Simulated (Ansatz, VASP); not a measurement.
**GaH2 in VASP and in Ansatz**

Contents of INCAR:

```
SYSTEM = GaH2
  PREC = Accurate
  ENCUT = 520
  EDIFF = 1E-7
  ISMEAR = 0
  SIGMA = 0.1
  LREAL = .FALSE.
  LASPH = .TRUE.
  NELM = 100
  ALGO = Normal
  ISIF = 2
  LWAVE = .FALSE.
  LCHARG = .FALSE.
  GGA = PE
  NBANDS = 14
```

KPOINTS

```
regular mesh
0
G
  6 6 6
  0 0 0
```

File POSCAR:

```
GaH2
1.0
    0.0000000000      2.4409490092      2.4409490092
    2.4409490092      0.0000000000      2.4409490092
    2.4409490092      2.4409490092      0.0000000000
Ga H
1 2
Direct
    0.0000000000      0.0000000000      0.0000000000
    0.2500000000      0.2500000000      0.2500000000
    0.7500000000      0.7500000000      0.7500000000
```

Input for Ansatz:

```yaml
crystal:
  lattice:
    - [0.0, 2.4409490092, 2.4409490092]
    - [2.4409490092, 0.0, 2.4409490092]
    - [2.4409490092, 2.4409490092, 0.0]
  atoms:
    - { symbol: Ga, position: [0.0, 0.0, 0.0] }
    - { symbol: H, position: [0.25, 0.25, 0.25] }
    - { symbol: H, position: [0.75, 0.75, 0.75] }
basis:
  ecutwfc: 420
kpoints:
  mp_grid: { grid: [6, 6, 6] }
hamiltonian:
  xc: pbe
scf:
  occupations: { method: gaussian, width: 0.1 }
  lower_state_search: "off"
output:
  forces: true
  stress: true
  eigenvalues: true
```

Alike in both runs: task single point; functional PBE; k mesh 6 × 6 × 6; occupations gaussian, width 0.1 eV; no spin polarisation.

|  | VASP | Ansatz |
| --- | --- | --- |
| version | VASP 6.6.1 | Ansatz 0.2.0 |
| potentials or method | VASP PAW PBE potentials, release 64 (Ga_d, H), cutoff 520 eV | scalar-relativistic, plane waves, PAW |
| valence electrons in the cell | 15 | 15 |

```csv
,VASP,Ansatz,Ansatz less VASP
gap on the k mesh at the Fermi level (eV),none,none,-
pressure (GPa),-2.9,-2.8,+0.03
```

A gap of «none» marks a metal or a gap that the smearing closes.

The k mesh is coarse, so the values compare programs but aren't converged.
